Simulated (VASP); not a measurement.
A run of VASP 6.6.1 is set up as follows.

Contents of INCAR:

```
SYSTEM = Nb
  PREC = Accurate
  ENCUT = 520
  EDIFF = 1E-6
  ISMEAR = 0
  SIGMA = 0.05
  LREAL = .FALSE.
  LASPH = .TRUE.
  NELM = 80
  ALGO = Normal
  ISIF = 2
  LWAVE = .FALSE.
  LCHARG = .FALSE.
  GGA = PE
  NBANDS = 12
```

File KPOINTS:

```
regular mesh
0
G
  14 14 14
  0 0 0
```

File POSCAR:

```
Nb
1.0
   -1.6563968489      1.6563968489      1.6563968489
    1.6563968489     -1.6563968489      1.6563968489
    1.6563968489      1.6563968489     -1.6563968489
Nb
1
Direct
    0.0000000000      0.0000000000      0.0000000000
```

Potentials or basis: VASP PAW PBE potentials, release 64 (Nb_sv).

Launch:

```bash
$ cat potpaw_PBE.64/Nb_sv/POTCAR > POTCAR
$ mpirun -np 1 vasp_std > vasp.out
```

(1) Predict the band gap on the k mesh.

(2) Estimate the pressure.

## Answers

(1) zero (an odd number of electrons rules out a gap without spin polarisation).

(2) -0.5 GPa.
